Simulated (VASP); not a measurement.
Input of a VASP 6.6.1 run:

File INCAR:

```
SYSTEM = SnSe2
  PREC = Accurate
  ENCUT = 500
  EDIFF = 1E-6
  ISMEAR = 0
  SIGMA = 0.03
  LREAL = .FALSE.
  LASPH = .TRUE.
  NELM = 120
  ALGO = Normal
  ISIF = 2
  LWAVE = .FALSE.
  LCHARG = .TRUE.
  GGA = PE
  IVDW = 12
  LELF = .TRUE.
  LVHAR = .TRUE.
  NBANDS = 20
  GGA_COMPAT = .FALSE.
```

KPOINTS

```
Automatic mesh
0
G
  12 12 6
  0 0 0
```

Contents of POSCAR:

```
SnSe2
1.0
    4.1514211573      0.0000000000      0.0000000000
   -2.0757105787      3.5952361840      0.0000000000
    0.0000000000      0.0000000000      5.4163591840
Sn Se
1 2
Direct
    0.0000000000      0.0000000000      0.0000000000
    0.3333333333      0.6666666667      0.2651331237
    0.6666666667      0.3333333333      0.7348668763
```

Potentials or basis: VASP PAW PBE potentials, release 64 (Sn_d, Se).

Command:

```console
$ cat potpaw_PBE.64/Sn_d/POTCAR potpaw_PBE.64/Se/POTCAR > POTCAR
$ mpirun -np 1 vasp_std > vasp.out
```

Q: Predict the dispersion energy per atom.

A: -0.345 eV.

Q: Predict the pressure.

A: -3.1 GPa.

Q: Estimate the band gap on the k mesh.

A: Zero (bands 13 and 14 overlap by 0.15 eV).

Q: Predict the largest force.

A: 0.407 eV/Å.

Forces in eV/Å, atoms in the order of the input:
```
Sn   0.000  0.000  0.000
Se   0.000  0.000  0.407
Se   0.000  0.000 -0.407
```

Caveat: the cell stands under tension; semilocal functionals underestimate gaps, so a narrow gap can read as zero; spin-orbit coupling is left out, which moves the levels of the heavy elements.
